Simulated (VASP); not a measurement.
## CdS: single point with LDA

The system is CdS.

```xyz
4
Lattice="4.1370 0.0000 0.0000 -2.0685 3.5827 0.0000 0.0000 0.0000 6.7160" Properties=species:S:1:pos:R:3 pbc="T T T"
Cd    0.0000    2.3885    0.0000
Cd    2.0685    1.1942    3.3580
S     0.0000    2.3885    2.5319
S     2.0685    1.1942    5.8899
```

```json
{"Program": "VASP 6.6.1", "Task": "single point", "Functional": "LDA", "Potentials or basis": "VASP PAW LDA potentials, release 64 (Cd, S)", "Cutoff": "520 eV", "k mesh": "6 × 6 × 4", "Occupations": "gaussian, width 0.1 eV", "Spin": "no spin polarisation"}
```

```yaml
Pressure: -2.2 GPa
Band_gap_on_the_k_mesh: 0.96 eV
```

Stress tensor (GPa, compression positive):
```
-2.20  0.00  0.00
 0.00 -2.20  0.00
 0.00  0.00 -2.05
```

Levels at points of the mesh, in eV from the valence-band top:
```
           k point  band 14  band 15  band 16  band 17  band 18  band 19  band 20  band 21  band 22  band 23
(0.00, 0.00, 0.00)    -0.78    -0.78    -0.04     0.00     0.00     0.96     2.55     6.28     6.28     6.62
(0.50, 0.00, 0.00)    -3.62    -2.71    -1.92    -1.34    -0.77     3.53     3.66     4.91     6.22     6.87
(0.00, 0.00, 0.50)    -2.54    -0.40    -0.40    -0.40    -0.40     2.64     2.64     5.98     5.98     6.65
(0.50, 0.00, 0.50)    -4.24    -1.38    -1.38    -1.35    -1.35     3.26     3.26     5.20     5.20     7.67
```

Run time: 55 s on 1 thread of Intel Xeon 8259CL, with other jobs on the host, peak memory 0.2 GiB.
